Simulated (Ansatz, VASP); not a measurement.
# One calculation of Pb, two programs

```
Pb
1.0
     3.04834    0.00000    0.00000
     0.00000    3.04834    0.00000
     0.00000    0.00000    3.04834
Pb
1
Direct
  0.00000 0.00000 0.00000
```

Change from the starting cell: volume scaled by 0.88, LAPW.

Alike in both runs: task single point; functional PBEsol; k mesh 13 × 13 × 13; occupations fermi-dirac, width 0.05 eV; no spin polarisation.

```csv
,VASP,Ansatz
version,VASP 6.6.1,Ansatz 0.2.0
potentials or method,"VASP PAW PBE potentials, release 64 (Pb_d), cutoff 520 eV","all-electron LAPW, scalar-relativistic"
```

```tsv
	VASP	Ansatz	Ansatz less VASP
pressure (GPa)	7.5	7.6	+0.09
```

VASP's potentials were made for PBE, not for PBEsol. Ansatz ran all-electron here, and VASP with PAW potentials.

Neither program's run includes spin-orbit coupling.
